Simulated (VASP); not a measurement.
# Ga3I (Pm-3m) in VASP: single point with PBE

Aim: the single point of Ga3I with PBE.

Program: VASP 6.6.1. These are calculated values, not measurements. Logs are shortened: lines on timing, memory, paths and dates and some standing lists are left out, and cuts for length are marked.

### Step 1. The cell of the first run

It takes space group Pm-3m (No. 221, cubic). The conventional cell has a = 4.611 Å, b = 4.611 Å, c = 4.611 Å, α = 90.00°, β = 90.00°, γ = 90.00°. Ga (site symmetry 4/mmm) has 8 Ga at 3.26 Å and 4 I at 3.26 Å within 4.3 Å. I (site symmetry m-3m) has 12 Ga at 3.26 Å within 4.3 Å.

### Step 2. Single point, PBE

The input, INCAR:

```
  PREC = Accurate
  ENCUT = 500
  EDIFF = 1E-6
  ISMEAR = 0
  SIGMA = 0.0788
  LREAL = F
  LASPH = T
  NELM = 120
  ALGO = Normal
  ISIF = 2
  LWAVE = F
  LCHARG = F
  GGA = PE
  NBANDS = 31
  GGA_COMPAT = F
```

The input, KPOINTS:

```
Automatic mesh
0
Gamma
  6 6 6
```

The input, POSCAR:

```
Ga3I
1.0
    4.6106740000      0.0000000000      0.0000000000
    0.0000000000      4.6106740000      0.0000000000
    0.0000000000      0.0000000000      4.6106740000
Ga I
3 1
Direct
    0.0000000000      0.5000000000      0.5000000000
    0.5000000000      0.0000000000      0.5000000000
    0.5000000000      0.5000000000      0.0000000000
    0.0000000000      0.0000000000      0.0000000000
```

Potentials or basis: VASP PAW PBE potentials, release 64 (Ga_d, I).

On the command line:

```
> cat potpaw_PBE.64/Ga_d/POTCAR potpaw_PBE.64/I/POTCAR > POTCAR
> mpirun -np 1 vasp_std > vasp.out
```

OUTCAR:

```text
PREC = Accurate
   ENCUT = 500
   EDIFF = 1E-6
   ISMEAR = 0
   LREAL = F
   LASPH = T
   NELM = 120
   ISIF = 2
   GGA = PE

 ion  position               nearest neighbor table
   1  0.000  0.500  0.500-
   2  0.500  0.000  0.500-
   3  0.500  0.500  0.000-
   4  0.000  0.000  0.000-

  LATTYP: Found a simple cubic cell.
 ALAT       =     4.6106740000

  Lattice vectors:

 A1 = (   4.6106740000,   0.0000000000,   0.0000000000)
 A2 = (   0.0000000000,   4.6106740000,   0.0000000000)
 A3 = (   0.0000000000,   0.0000000000,   4.6106740000)

Analysis of symmetry for initial positions (statically):
=====================================================================
 Subroutine PRICEL returns:
 Original cell was already a primitive cell.

 Routine SETGRP: Setting up the symmetry group for a
 simple cubic supercell.

 Subroutine GETGRP returns: Found 48 space group operations
 (whereof 48 operations were pure point group operations)
 out of a pool of 48 trial point group operations.

The static configuration has the point symmetry O_h .

Analysis of symmetry for dynamics (positions and initial velocities):
=====================================================================
 Subroutine PRICEL returns:
 Original cell was already a primitive cell.

 Routine SETGRP: Setting up the symmetry group for a
 simple cubic supercell.

 Subroutine GETGRP returns: Found 48 space group operations
 (whereof 48 operations were pure point group operations)
 out of a pool of 48 trial point group operations.

The dynamic configuration has the point symmetry O_h .

 Subroutine INISYM returns: Found 48 space group operations
 (whereof 48 operations are pure point group operations),
 and found     1 'primitive' translations

----------------------------------------------------------------------------------------

                                     Primitive cell

  volume of cell :      98.0152

  direct lattice vectors                    reciprocal lattice vectors
     4.610674000  0.000000000  0.000000000     0.216888030  0.000000000  0.000000000
     0.000000000  4.610674000  0.000000000     0.000000000  0.216888030  0.000000000
     0.000000000  0.000000000  4.610674000     0.000000000  0.000000000  0.216888030

  length of vectors
     4.610674000  4.610674000  4.610674000     0.216888030  0.216888030  0.216888030

  position of ions in fractional coordinates (direct lattice)
     0.000000000  0.500000000  0.500000000
     0.500000000  0.000000000  0.500000000
     0.500000000  0.500000000  0.000000000
     0.000000000  0.000000000  0.000000000

  ion indices of the primitive-cell ions
   primitive index   ion index
                 1           1
                 2           2
                 3           3
                 4           4

----------------------------------------------------------------------------------------

 KPOINTS: Automatic mesh

Automatic generation of k-mesh.
 Grid dimensions read from file:
 generate k-points for:    6    6    6

 Generating k-lattice:

  Cartesian coordinates                     Fractional coordinates (reciprocal lattice)
     0.036148005  0.000000000  0.000000000     0.166666667  0.000000000  0.000000000
     0.000000000  0.036148005  0.000000000     0.000000000  0.166666667  0.000000000
     0.000000000  0.000000000  0.036148005     0.000000000  0.000000000  0.166666667

  Length of vectors
     0.036148005  0.036148005  0.036148005

  Shift w.r.t. Gamma in fractional coordinates (k-lattice)
     0.000000000  0.000000000  0.000000000

 Subroutine IBZKPT returns following result:
 ===========================================

 Found     20 irreducible k-points:

 Following reciprocal coordinates:
            Coordinates               Weight
  0.000000  0.000000  0.000000      1.000000
  0.166667  0.000000  0.000000      6.000000
  0.333333  0.000000  0.000000      6.000000
  0.500000  0.000000  0.000000      3.000000
  0.166667  0.166667  0.000000     12.000000
  0.333333  0.166667  0.000000     24.000000
[... 12 lines left out ...]
  0.500000  0.500000  0.333333      6.000000
  0.500000  0.500000  0.500000      1.000000
   k-points           NKPTS =     20   k-points in BZ     NKDIM =     20   number of bands    NBANDS=     31
   number of dos      NEDOS =    301   number of ions     NIONS =      4
   total plane-waves  NPLWV =  46656
   dimension x,y,z NGX =    36 NGY =   36 NGZ =   36
   dimension x,y,z NGXF=    72 NGYF=   72 NGZF=   72
   ions per type =               3   1
   NGX,Y,Z   is equivalent  to a cutoff of  12.98, 12.98, 12.98 a.u.
   NGXF,Y,Z  is equivalent  to a cutoff of  25.96, 25.96, 25.96 a.u.
 SYSTEM =  unknown system
   PREC   = accura    normal or accurate (medium, high low for compatibility)
   ISTART =      0    job   : 0-new  1-cont  2-samecut
   ICHARG =      2    charge: 1-file 2-atom 10-const
   ISPIN  =      1    spin polarized calculation?
   LNONCOLLINEAR =      F non collinear calculations
   LSORBIT =      F    spin-orbit coupling
   LASPH  =      T    aspherical Exc in radial PAW
   ENCUT  =  500.0 eV  36.75 Ry    6.06 a.u.   8.41  8.41  8.41*2*pi/ulx,y,z
   NELM   =    120;   NELMIN=  2; NELMDL= -5     # of ELM steps
   EDIFF  = 0.1E-05   stopping-criterion for ELM
   LREAL  =      F    real-space projection
   EDIFFG = 0.1E-04   stopping-criterion for IOM
   NSW    =      0    number of steps for IOM
   IBRION =     -1    ionic relax: 0-MD 1-quasi-New 2-CG
   NFREE  =      0    steps in history (QN), initial steepest desc. (CG)
   ISIF   =      2    stress and relaxation
   ISYM   =      2    0-nonsym 1-usesym 2-fastsym
   POTIM  = 0.5000    time-step for ionic-motion
   TEBEG  =    0.0;   TEEND  =   0.0 temperature during run
   PSTRESS=    0.0 pullay stress
   NELECT =      46.0000    total number of electrons
   NUPDOWN=      -1.0000    fix difference up-down
   EMIN   =  10.00;   EMAX   =-10.00  energy-range for DOS
   EFERMI =   0.00;   METHOD = LEGACY
   ISMEAR =     0;   SIGMA  =   0.08  broadening in eV -4-tet -1-fermi 0-gaus
   EFERMI_NEDOS =   21; number of points for ismear=-14 and -15
   IALGO  =     38    algorithm
   IMIX   =      4    mixing-type and parameters
     AMIX     =   0.40;   BMIX     =  1.00
     AMIX_MAG =   1.60;   BMIX_MAG =  1.00
  volume/ion in A,a.u.               =      24.50       165.36
  Fermi-wavevector in a.u.,A,eV,Ry     =   1.272222  2.404152 22.021706  1.618550
  Thomas-Fermi vector in A             =   2.405113
   LORBIT       =      0    0 simple, 1 ext, 2 COOP (PROOUT), +10 PAW based schemes
   GGA     = PE    functional components
   LHFCALC =     F    Hartree Fock is set to
   AEXX    =    0.0000 exact exchange contribution
   IVDW    =     0    specifies the selected vdW correction
   LEPSILON=     F    determine dielectric tensor
   LRPA    =     F    only Hartree local field effects (RPA)
 non-spin polarized calculation
 Gauss-broadening in eV      SIGMA  =   0.08
  energy-cutoff  :      500.00
  volume of cell :       98.02
 maximum number of plane-waves:      2517
 NGX is ok and might be reduce to    36
   NGX = 17   NGY = 17   NGZ = 17

 number of electron      46.0000018 magnetization

 Free energy of the ion-electron system (eV)
  ---------------------------------------------------
  ext. energy  EPLUGINS =         0.00000000
  ---------------------------------------------------
  free energy    TOTEN  =        -9.54787099 eV

  energy without entropy =       -9.53359274  energy(sigma->0) =       -9.54073187

 E-fermi :   5.5766     XC(G=0): -10.0150

 val. band max:        5.5564523537   @ k =   0.5000   0.3333   0.1667
 cond. band min:       5.6097536264   @ k =   0.5000   0.5000   0.1667
 fundamental gap:      0.0533012727
 Fermi energy:         5.5765815382

 k-point     1 :       0.0000    0.0000    0.0000
  band No.  band energies     occupation
      1      -9.6215      2.00000
      2      -9.5601      2.00000
      3      -9.5601      2.00000
      4      -9.5601      2.00000
      5      -9.5527      2.00000
      6      -9.5527      2.00000
[... 23 lines left out ...]
     30      11.1113      0.00000
     31      11.2028      0.00000

 k-point     2 :       0.1667    0.0000    0.0000
  band No.  band energies     occupation
      1      -9.5972      2.00000
      2      -9.5568      2.00000
      3      -9.5518      2.00000
      4      -9.5518      2.00000
      5      -9.5513      2.00000
      6      -9.5456      2.00000
[... 23 lines left out ...]
     30      11.5894      0.00000
     31      12.0313      0.00000

 k-point     3 :       0.3333    0.0000    0.0000
  band No.  band energies     occupation
      1      -9.5511      2.00000
      2      -9.5488      2.00000
      3      -9.5390      2.00000
      4      -9.5340      2.00000
      5      -9.5340      2.00000
      6      -9.5280      2.00000
[... 23 lines left out ...]
     30      11.4582      0.00000
     31      11.4582      0.00000

 k-point     4 :       0.5000    0.0000    0.0000
  band No.  band energies     occupation
      1      -9.5485      2.00000
      2      -9.5433      2.00000
      3      -9.5259      2.00000
      4      -9.5259      2.00000
      5      -9.5149      2.00000
      6      -9.5115      2.00000
[... 23 lines left out ...]
     30      10.8127      0.00000
     31      10.8127      0.00000

 k-point     5 :       0.1667    0.1667    0.0000
  band No.  band energies     occupation
      1      -9.5828      2.00000
      2      -9.5532      2.00000
      3      -9.5483      2.00000
      4      -9.5471      2.00000
      5      -9.5439      2.00000
      6      -9.5364      2.00000
[... 23 lines left out ...]
     30      11.6397      0.00000
     31      11.7830      0.00000
[... 406 lines left out ...]
     30      12.4228      0.00000
     31      12.4228      0.00000

 k-point    18 :       0.5000    0.3333    0.3333
  band No.  band energies     occupation
      1      -9.6895      2.00000
      2      -9.5376      2.00000
      3      -9.5327      2.00000
      4      -9.5212      2.00000
      5      -9.5110      2.00000
      6      -9.4994      2.00000
[... 23 lines left out ...]
     30      11.9311      0.00000
     31      12.1072      0.00000

 k-point    19 :       0.5000    0.5000    0.3333
  band No.  band energies     occupation
      1      -9.7123      2.00000
      2      -9.5345      2.00000
      3      -9.5345      2.00000
      4      -9.5293      2.00000
      5      -9.5047      2.00000
      6      -9.5032      2.00000
[... 23 lines left out ...]
     30      12.2917      0.00000
     31      12.8963      0.00000

 k-point    20 :       0.5000    0.5000    0.5000
  band No.  band energies     occupation
      1      -9.7376      2.00000
      2      -9.5355      2.00000
      3      -9.5355      2.00000
      4      -9.5355      2.00000
      5      -9.5088      2.00000
      6      -9.5088      2.00000
[... 23 lines left out ...]
     30      13.0280      0.00000
     31      13.0280      0.00000

------------------------ aborting loop because EDIFF is reached ----------------------------------------

  FORCE on cell =-STRESS in cart. coord.  units (eV):
  Direction    XX          YY          ZZ          XY          YZ          ZX
  --------------------------------------------------------------------------------------
  -------------------------------------------------------------------------------------
  Total        1.4631657      1.4631657      1.4631657     -0.0000000      0.0000000      0.0000000
  in kB       23.9172274     23.9172274     23.9172274     -0.0000000      0.0000000      0.0000000
  external PRESSURE =      23.9172274 kB  Pullay stress =       0.0000000 kB

 VOLUME and BASIS-vectors are now :
 -----------------------------------------------------------------------------
  energy-cutoff  :      500.00
  volume of cell :       98.02
      direct lattice vectors                 reciprocal lattice vectors
     4.610674000  0.000000000  0.000000000     0.216888030  0.000000000  0.000000000
     0.000000000  4.610674000  0.000000000     0.000000000  0.216888030  0.000000000
     0.000000000  0.000000000  4.610674000     0.000000000  0.000000000  0.216888030

 POSITION                                       TOTAL-FORCE (eV/Angst)
 -----------------------------------------------------------------------------------
      0.00000      2.30534      2.30534         0.000000      0.000000      0.000000
      2.30534      0.00000      2.30534         0.000000      0.000000      0.000000
      2.30534      2.30534      0.00000         0.000000      0.000000      0.000000
      0.00000      0.00000      0.00000         0.000000      0.000000      0.000000
 -----------------------------------------------------------------------------------
    total drift:                                0.000000      0.000000      0.000000

  FREE ENERGIE OF THE ION-ELECTRON SYSTEM (eV)
  ---------------------------------------------------
  free  energy   TOTEN  =        -9.5478709898 eV

  energy  without entropy=       -9.5335927434  energy(sigma->0) =       -9.54073187
```

Run time: 40 s. Hardware: 1 thread of AMD EPYC 7R13 (Zen 3), shared host; peak memory 0.19 GiB.

What came out:

- Free energy: -9.5479 eV
- Pressure: 2.4 GPa
- Band gap on the k mesh: zero (bands 23 and 24 overlap by 1.60 eV)

Caveat: spin-orbit coupling is left out, which moves the levels of the heavy elements.

The gap in the log of VASP goes by the Fermi energy; the results here count the filled bands.